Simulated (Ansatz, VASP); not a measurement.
This is a calculation of HfC for Ansatz 0.2.0.

File input.yaml:

```yaml
crystal:
  lattice:
    - [0.0, 2.325, 2.325]
    - [2.325, 0.0, 2.325]
    - [2.325, 2.325, 0.0]
  atoms:
    - { symbol: Hf, position: [0.5, 0.5, 0.5] }
    - { symbol: C, position: [0.0, 0.0, 0.0] }
kpoints:
  mp_grid: { grid: [10, 10, 10] }
scf:
  occupations: { method: gaussian, width: 0.027 }
hamiltonian:
  xc: pbe
  pseudopotentials: { kind: all_electron, lapw: { basis_error: 0.001 } }
output:
  forces: true
  stress: true
  eigenvalues: true
```

Potentials or basis: all-electron LAPW, scalar-relativistic.

Run with:

```console
$ ansatz run input.yaml --threads 1 --pin off --max-ram 3072MiB --backend cpu --events-out ev --progress --plain --runs-dir out
```

Task: Set up the same calculation for VASP 6.6.1. Potentials there: VASP PAW PBE potentials, release 64 (Hf_pv, C).

Result: As run (the cutoff follows the program's own potentials):

The input INCAR:

```
ALGO     = Normal         # electronic algorithm
EDIFF    = 1E-7           # SCF threshold, eV
ENCUT    = 520            # plane-wave cutoff, eV
GGA      = PE             # functional
ISIF     = 2              # what is computed and relaxed
ISMEAR   = 0              # smearing method
LASPH    = T              # aspherical terms in the spheres
LCHARG   = F              # write CHGCAR
LREAL    = F              # projectors in reciprocal space
LWAVE    = F              # write WAVECAR
NBANDS   = 14             # bands
NELM     = 100            # most SCF steps
PREC     = Accurate       # precision mode
SIGMA    = 0.027000000000000003 # smearing width, eV
```

KPOINTS

```
k-points
0
Gamma
  10 10 10
```

POSCAR

```
HfC
1.0
    0.0000000000      2.3250000000      2.3250000000
    2.3250000000      0.0000000000      2.3250000000
    2.3250000000      2.3250000000      0.0000000000
Hf C
1 1
Direct
    0.5000000000      0.5000000000      0.5000000000
    0.0000000000      0.0000000000      0.0000000000
```

Potentials or basis: VASP PAW PBE potentials, release 64 (Hf_pv, C).

Launch:

```bash
$ cat potpaw_PBE.64/Hf_pv/POTCAR potpaw_PBE.64/C/POTCAR > POTCAR
$ mpirun -np 1 vasp_std > vasp.out
```

Both were run:

|  | VASP | Ansatz | Ansatz less VASP |
| --- | --- | --- | --- |
| gap on the k mesh at the Fermi level (eV) | none | none | - |
| pressure (GPa) | -0.4 | 0.3 | +0.70 |

A gap of «none» marks a metal or a gap that the smearing closes. Ansatz ran all-electron here, and VASP with PAW potentials.

Spin-orbit coupling is off throughout.
